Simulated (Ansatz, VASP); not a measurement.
# Cu in VASP and in Ansatz

Contents of INCAR:

```
SYSTEM = Cu
  ALGO = Fast
  EDIFF = 1E-6
  ENCUT = 520
  GGA = PS
  ISIF = 2
  ISMEAR = 0
  LASPH = .True.
  LCHARG = .False.
  LREAL = .False.
  LWAVE = .False.
  NBANDS = 18
  NELM = 80
  PREC = Accurate
  SIGMA = 0.15
```

Contents of KPOINTS:

```
k-points
0
Gamma
  22 22 22
  0 0 0
```

POSCAR

```
Cu
1.0
    1.3125502211     -4.2834233631      0.0000000000
    1.3125502211      4.2834233631      0.0000000000
    0.0000000000      0.0000000000      2.1333173723
Cu
2
Direct
    0.1338666500      0.8661333500      0.2500000000
    0.8661333500      0.1338666500      0.7500000000
```

Input for Ansatz:

```yaml
crystal:
  lattice:
    - [1.3125502211, -4.2834233631, 0.0]
    - [1.3125502211, 4.2834233631, 0.0]
    - [0.0, 0.0, 2.1333173723]
  atoms:
    - { symbol: Cu, position: [0.13386665, 0.86613335, 0.25] }
    - { symbol: Cu, position: [0.86613335, 0.13386665, 0.75] }
basis:
  ecutwfc: 420
kpoints:
  mp_grid: { grid: [22, 22, 22] }
hamiltonian:
  xc: pbesol
scf:
  occupations: { method: gaussian, width: 0.15 }
output:
  forces: true
  stress: true
  eigenvalues: true
```

Alike in both runs: task single point; functional PBEsol; k mesh 22 × 22 × 22; occupations gaussian, width 0.15 eV; no spin polarisation.

|  | VASP | Ansatz |
| --- | --- | --- |
| version | VASP 6.6.1 | Ansatz 0.2.0 |
| potentials or method | VASP PAW PBE potentials, release 64 (Cu), cutoff 520 eV | scalar-relativistic, plane waves, PAW |
| valence electrons in the cell | 22 | 38 |

```csv
,VASP,Ansatz,Ansatz less VASP
gap on the k mesh at the Fermi level (eV),none,none,-
pressure (GPa),12.5,11.8,-0.69
"traceless stress, the component that is largest in VASP (GPa)",49.77,49.86,+0.092
rms of the force components (eV/Å),0.053,0.055,+0.0029
```

VASP's potentials were made for PBE, not for PBEsol. Atom by atom the forces differ by 0.003 eV/Å (rms over components). A gap of «none» marks a metal or a gap that the smearing closes. With one functional, cell and mesh, what is left measures potentials, basis and numerics. VASP's potentials hold 22 valence electrons a cell and Ansatz's 38, so a difference there can come from the potentials and not from the codes.
